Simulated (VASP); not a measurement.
# Yb in VASP: single point with PBE

Aim: the single point of Yb with PBE.

Program: VASP 6.6.1. These are calculated values, not measurements. Logs are shortened: lines on timing, memory, paths and dates and some standing lists are left out, and cuts for length are marked.

### Step 1. The cell of the first run

The cell holds a cluster in a box, 1 atom: a = 11.500 Å, b = 11.500 Å, c = 11.500 Å, α = 90.00°, β = 90.00°, γ = 90.00°.

### Step 2. Single point, PBE

INCAR

```
SYSTEM = Yb
PREC     = Accurate       ! precision mode
ENCUT    = 520            ! plane-wave cutoff, eV
EDIFF    = 1E-6           ! SCF threshold, eV
ISMEAR   = -1             ! smearing method
SIGMA    = 0.1            ! smearing width, eV
LREAL    = .False.        ! projectors in reciprocal space
LASPH    = .True.         ! aspherical terms in the spheres
NELM     = 200            ! most SCF steps
ALGO     = Normal         ! electronic algorithm
ISIF     = 2              ! what is computed and relaxed
LWAVE    = .False.        ! write WAVECAR
LCHARG   = .False.        ! write CHGCAR
GGA      = PE             ! functional
NBANDS   = 18             ! bands
GGA_COMPAT= .False.      
LMAXMIX  = 6              ! l up to which the mixer works
```

KPOINTS

```
Automatic mesh
0
Gamma
  1 1 1
  0 0 0
```

POSCAR

```
Yb
1.0
   11.5000000000      0.0000000000      0.0000000000
    0.0000000000     11.5000000000      0.0000000000
    0.0000000000      0.0000000000     11.5000000000
Yb
1
Direct
    0.5100000000      0.5200000000      0.4900000000
```

Potentials or basis: VASP PAW PBE potentials, release 64 (Yb).

Started as:

```console
$ cat potpaw_PBE.64/Yb/POTCAR > POTCAR
$ mpirun -np 1 vasp_gam > vasp.out
```

OUTCAR:

```text
SYSTEM = Yb
   PREC = Accurate
   ENCUT = 520
   EDIFF = 1E-6
   ISMEAR = -1
   LREAL = .False.
   LASPH = .True.
   NELM = 200
   ISIF = 2
   GGA = PE

 ion  position               nearest neighbor table
   1  0.510  0.520  0.490-

  LATTYP: Found a simple cubic cell.
 ALAT       =    11.5000000000

  Lattice vectors:

 A1 = (  11.5000000000,   0.0000000000,   0.0000000000)
 A2 = (   0.0000000000,  11.5000000000,   0.0000000000)
 A3 = (   0.0000000000,   0.0000000000,  11.5000000000)

Analysis of symmetry for initial positions (statically):
=====================================================================
 Subroutine PRICEL returns:
 Original cell was already a primitive cell.

 Routine SETGRP: Setting up the symmetry group for a
 simple cubic supercell.

 Subroutine GETGRP returns: Found 48 space group operations
 (whereof  2 operations were pure point group operations)
 out of a pool of 48 trial point group operations.

The static configuration has the point symmetry C_1h.
 The point group associated with its full space group is O_h .

Analysis of symmetry for dynamics (positions and initial velocities):
=====================================================================
 Subroutine PRICEL returns:
 Original cell was already a primitive cell.

 Routine SETGRP: Setting up the symmetry group for a
 simple cubic supercell.

 Subroutine GETGRP returns: Found 48 space group operations
 (whereof  2 operations were pure point group operations)
 out of a pool of 48 trial point group operations.

The dynamic configuration has the point symmetry C_1h.
 The point group associated with its full space group is O_h .

 Subroutine INISYM returns: Found 48 space group operations
 (whereof  2 operations are pure point group operations),
 and found     1 'primitive' translations

----------------------------------------------------------------------------------------

                                     Primitive cell

  volume of cell :    1520.8750

  direct lattice vectors                    reciprocal lattice vectors
    11.500000000  0.000000000  0.000000000     0.086956522  0.000000000  0.000000000
     0.000000000 11.500000000  0.000000000     0.000000000  0.086956522  0.000000000
     0.000000000  0.000000000 11.500000000     0.000000000  0.000000000  0.086956522

  length of vectors
[... 48 lines left out ...]
   ISTART =      0    job   : 0-new  1-cont  2-samecut
   ICHARG =      2    charge: 1-file 2-atom 10-const
   ISPIN  =      1    spin polarized calculation?
   LNONCOLLINEAR =      F non collinear calculations
   LSORBIT =      F    spin-orbit coupling
   LASPH  =      T    aspherical Exc in radial PAW
   ENCUT  =  520.0 eV  38.22 Ry    6.18 a.u.  21.38 21.38 21.38*2*pi/ulx,y,z
   NELM   =    200;   NELMIN=  2; NELMDL= -5     # of ELM steps
   EDIFF  = 0.1E-05   stopping-criterion for ELM
   LREAL  =      F    real-space projection
   EDIFFG = 0.1E-04   stopping-criterion for IOM
   NSW    =      0    number of steps for IOM
   IBRION =     -1    ionic relax: 0-MD 1-quasi-New 2-CG
   NFREE  =      0    steps in history (QN), initial steepest desc. (CG)
   ISIF   =      2    stress and relaxation
   ISYM   =      2    0-nonsym 1-usesym 2-fastsym
   POTIM  = 0.5000    time-step for ionic-motion
   TEBEG  =    0.0;   TEEND  =   0.0 temperature during run
   PSTRESS=    0.0 pullay stress
   NELECT =      24.0000    total number of electrons
   NUPDOWN=      -1.0000    fix difference up-down
   EMIN   =  10.00;   EMAX   =-10.00  energy-range for DOS
   EFERMI =   0.00;   METHOD = LEGACY
   ISMEAR =    -1;   SIGMA  =   0.10  broadening in eV -4-tet -1-fermi 0-gaus
   EFERMI_NEDOS =   21; number of points for ismear=-14 and -15
   IALGO  =     38    algorithm
   IMIX   =      4    mixing-type and parameters
     AMIX     =   0.40;   BMIX     =  1.00
     AMIX_MAG =   1.60;   BMIX_MAG =  1.00
  volume/ion in A,a.u.               =    1520.88     10263.37
  Fermi-wavevector in a.u.,A,eV,Ry     =   0.410627  0.775972  2.294139  0.168614
  Thomas-Fermi vector in A             =   1.366399
   LORBIT       =      0    0 simple, 1 ext, 2 COOP (PROOUT), +10 PAW based schemes
   GGA     = PE    functional components
   LHFCALC =     F    Hartree Fock is set to
   AEXX    =    0.0000 exact exchange contribution
   IVDW    =     0    specifies the selected vdW correction
   LEPSILON=     F    determine dielectric tensor
   LRPA    =     F    only Hartree local field effects (RPA)
 non-spin polarized calculation
  energy-cutoff  :      520.00
  volume of cell :     1520.88
 maximum number of plane-waves:     20422
 NGX is ok and might be reduce to    90
   NGX = 43   NGY = 43   NGZ = 43

 number of electron      24.0000000 magnetization

 Free energy of the ion-electron system (eV)
  ---------------------------------------------------
  ext. energy  EPLUGINS =         0.00000000
  ---------------------------------------------------
  free energy    TOTEN  =        -1.81736735 eV

  energy without entropy =       -1.81552357  energy(sigma->0) =       -1.81644546

 E-fermi :  -1.7935     XC(G=0):  -1.0392

 val. band max:       -2.7592613121   @ k =   0.0000   0.0000   0.0000
 cond. band min:      -0.9094676835   @ k =   0.0000   0.0000   0.0000
 fundamental gap:      1.8497936286
 Fermi energy:        -1.7934964266

 k-point     1 :       0.0000    0.0000    0.0000
  band No.  band energies     occupation
      1     -54.8449      2.00000
      2     -27.3368      2.00000
      3     -27.3368      2.00000
      4     -27.3368      2.00000
      5      -3.7869      2.00000
      6      -2.7593      1.99987
[... 10 lines left out ...]
     17      -0.5738      0.00001
     18      -0.5232      0.00001

------------------------ aborting loop because EDIFF is reached ----------------------------------------

  FORCE on cell =-STRESS in cart. coord.  units (eV):
  Direction    XX          YY          ZZ          XY          YZ          ZX
  --------------------------------------------------------------------------------------
  -------------------------------------------------------------------------------------
  Total       -0.0998385     -0.0998385     -0.0998385      0.0000000     -0.0000000      0.0000000
  in kB       -0.1051756     -0.1051756     -0.1051756      0.0000000     -0.0000000      0.0000000
  external PRESSURE =      -0.1051756 kB  Pullay stress =       0.0000000 kB

 VOLUME and BASIS-vectors are now :
 -----------------------------------------------------------------------------
  energy-cutoff  :      520.00
  volume of cell :     1520.88
      direct lattice vectors                 reciprocal lattice vectors
    11.500000000  0.000000000  0.000000000     0.086956522  0.000000000  0.000000000
     0.000000000 11.500000000  0.000000000     0.000000000  0.086956522  0.000000000
     0.000000000  0.000000000 11.500000000     0.000000000  0.000000000  0.086956522

 POSITION                                       TOTAL-FORCE (eV/Angst)
 -----------------------------------------------------------------------------------
      5.86500      5.98000      5.63500         0.000000      0.000000     -0.000000
 -----------------------------------------------------------------------------------
    total drift:                               -0.000169     -0.000123      0.000166

  FREE ENERGIE OF THE ION-ELECTRON SYSTEM (eV)
  ---------------------------------------------------
  free  energy   TOTEN  =        -1.8173673468 eV

  energy  without entropy=       -1.8155235690  energy(sigma->0) =       -1.81644546
```

stdout:

```text
POSCAR found type information on POSCAR Yb
 POSCAR found :  1 types and       1 ions
 scaLAPACK will be used
 LDA part: xc-table for (Slater+PW92), standard interpolation
 POSCAR, INCAR and KPOINTS ok, starting setup
 FFT: planning ... GRIDC
 FFT: planning ... GRID_SOFT
 FFT: planning ... GRID
 WAVECAR not read
 entering main loop
```

Wall time 1.8 min (1 thread of Intel Xeon 6975P-C (Granite Rapids), shared host); peak memory 1.1 GiB.

Results:

```
Free energy                     : -1.8174 eV
Gap between the frontier levels : 1.85 eV
```

Caveat: spin-orbit coupling is left out, which moves the levels of the heavy elements. Spin polarisation is off, so any magnetic state and its effect on volume and gap are missing.
